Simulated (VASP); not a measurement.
Wanted: the native input for a VASP 6.6.1 run.

* Task: single point
* Functional: PBE
* Potentials or basis: VASP PAW PBE potentials, release 64 (Mg, S)
* Cutoff: 520 eV
* k mesh: 2 × 2 × 2
* Occupations: fermi-dirac, width 0.026 eV
* Spin: no spin polarisation
* Dipole correction: no
* Further INCAR settings: LREAL = Auto; ALGO = Normal; EDIFF = 1e-06; NBANDS = 46

The structure of MgS lies in POSCAR:

```
MgS
1.0
    0.0000000000      5.2030358740      5.2030358740
    5.2030358740      0.0000000000      5.2030358740
    5.2030358740      5.2030358740      0.0000000000
Mg S
8 8
Direct
   -0.0082329819     -0.0024703847      0.0071839789
    0.0075711567     -0.0038944571      0.4992919639
   -0.0025136286      0.4976186140      0.0153148089
    0.0094932077      0.5145729464      0.4864608973
    0.4887248640      0.0053382296     -0.0034737412
    0.4984149759      0.0015169990      0.4923392923
    0.5096889709      0.4955973901     -0.0075567421
    0.4827946723      0.5140035673      0.5134694560
    0.2438188071      0.2518323978      0.2487882135
    0.2540335166      0.2496995084      0.7487012572
    0.2543555401      0.7543668918      0.2452987123
    0.2439684313      0.7444962122      0.7499418790
    0.7646563653      0.2390981977      0.2655204641
    0.7344700464      0.2505971574      0.7530907137
    0.7480139661      0.7451669744      0.2528709261
    0.7673412401      0.7478499273      0.7334910026
```

These files were run (other wordings do the same):

INCAR

```
SYSTEM = MgS
ALGO = Normal ; EDIFF = 1E-6
ENCUT = 520 ; GGA = PE
ISIF = 2 ; ISMEAR = -1
LASPH = .True. ; LCHARG = .False.
LREAL = Auto ; LWAVE = .False.
NBANDS = 46 ; NELM = 60
PREC = Accurate ; SIGMA = 0.026
```

KPOINTS

```
k-points
0
Gamma
  2 2 2
  0 0 0
```

Potentials or basis: VASP PAW PBE potentials, release 64 (Mg, S).

Run with:

```sh
$ cat potpaw_PBE.64/Mg/POTCAR potpaw_PBE.64/S/POTCAR > POTCAR
$ mpirun -np 1 vasp_std > vasp.out
```

It gave:

```
Pressure               : 1.8 GPa
Largest force          : 1.025 eV/Å
Band gap on the k mesh : 2.71 eV
```

Caveat: the k points lie up to 0.52 Å⁻¹ apart; forces of over 1 eV/Å act on the atoms, so gaps and moduli don't describe the material at rest.

Run time: 94 s on 1 thread of Intel(R) Xeon(R) 6975P-C (Granite Rapids), with other jobs on the host, peak memory 0.42 GiB.
